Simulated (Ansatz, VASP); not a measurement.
**Mo in VASP and in Ansatz**

```
Mo
1.0
     0.00000    1.95597    1.95597
     1.95597    0.00000    1.95597
     1.95597    1.95597    0.00000
Mo
1
Cartesian
  0.0000 0.0000 0.0000
```

Alike in both runs: task single point; functional RPBE; k mesh 15 × 15 × 15; occupations fermi-dirac, width 0.1 eV; no spin polarisation.

|  | VASP | Ansatz |
| --- | --- | --- |
| version | VASP 6.6.1 | Ansatz 0.2.0 |
| potentials or method | VASP PAW PBE potentials, release 64 (Mo_sv), cutoff 520 eV | plane waves (420 eV) with PAW, scalar-relativistic |
| valence electrons in the cell | 14 | 14 |

```csv
,VASP,Ansatz,Ansatz less VASP
pressure (GPa),23.5,22.9,-0.62
```

VASP's potentials were made for PBE, not for RPBE.
